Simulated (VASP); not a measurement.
A run of VASP 6.6.1:

POSCAR

```
La
1.0
   -2.0376780784      2.0376780784      2.0376780784
    2.0376780784     -2.0376780784      2.0376780784
    2.0376780784      2.0376780784     -2.0376780784
La
1
Direct
    0.0000000000      0.0000000000      0.0000000000
```

Contents of INCAR.step1:

```
SYSTEM = La
PREC = Accurate ; ENCUT = 520
ISMEAR = -1 ; SIGMA = 0.1
LREAL = .FALSE. ; LASPH = .TRUE.
NELM = 100 ; NBANDS = 12
GGA = PE ; ALGO = Normal
EDIFF = 1E-4 ; LWAVE = .TRUE.
LCHARG = .FALSE.
```

File INCAR.step2:

```
SYSTEM = La
PREC = Accurate ; ENCUT = 520
EDIFF = 1E-6 ; ISMEAR = -1
SIGMA = 0.1 ; LREAL = .FALSE.
LASPH = .TRUE. ; NELM = 100
ALGO = Normal ; ISIF = 2
LWAVE = .FALSE. ; LCHARG = .FALSE.
METAGGA = R2SCAN ; LMIXTAU = .TRUE.
NBANDS = 12 ; ISTART = 1
```

File KPOINTS:

```
regular mesh
0
G
  12 12 12
  0 0 0
```

Potentials or basis: VASP PAW PBE potentials, release 64 (La).

The run is started by

```console
$ cat potpaw_PBE.64/La/POTCAR > POTCAR
$ cp INCAR.step1 INCAR
$ mpirun -np 1 vasp_std > vasp.out
$ cp INCAR.step2 INCAR
$ mpirun -np 1 vasp_std > vasp.out
```

Hardware: 1 thread of Intel(R) Xeon(R) Platinum 8488C (Sapphire Rapids) (shared host).

**Question.** Estimate the wall time of this run.

**Answer.** Run time: 76 s on 1 thread of Intel(R) Xeon(R) Platinum 8488C (Sapphire Rapids) (shared host), peak memory 0.2 GiB. Counts: k points 72.
